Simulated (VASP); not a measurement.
Input of a VASP 6.6.1 run:

File INCAR:

```
  PREC = Accurate
  ENCUT = 520
  EDIFF = 1E-7
  ISMEAR = 0
  SIGMA = 0.1
  LREAL = False
  LASPH = True
  NELM = 80
  ALGO = Fast
  ISIF = 2
  LWAVE = False
  LCHARG = True
  GGA = PE
  LELF = True
  LVHAR = True
  NBANDS = 52
```

KPOINTS

```
regular mesh
0
Gamma
  8 8 8
```

File POSCAR:

```
Ag4W3
1.0
    5.3134616356      0.0000000000      0.0000000000
    0.0000000000      5.3134616356      0.0000000000
    0.0000000000      0.0000000000      5.3134616356
Ag W
4 3
Direct
    0.0000000000      0.5000000000      0.5000000000
    0.5000000000      0.0000000000      0.5000000000
    0.5000000000      0.5000000000      0.0000000000
    0.0000000000      0.0000000000      0.0000000000
    0.5000000000      0.0000000000      0.0000000000
    0.0000000000      0.5000000000      0.0000000000
    0.0000000000      0.0000000000      0.5000000000
```

Potentials or basis: VASP PAW PBE potentials, release 64 (Ag, W_sv).

Command:

```bash
$ cat potpaw_PBE.64/Ag/POTCAR potpaw_PBE.64/W_sv/POTCAR > POTCAR
$ mpirun -np 1 vasp_std > vasp.out
```

Q: What does it give for the band gap on the k mesh?

A: Zero (bands 43 and 44 overlap by 1.84 eV).

Q: What does it give for the pressure?

A: 0.0 GPa.

Caveat: spin-orbit coupling is left out, which moves the levels of the heavy elements.
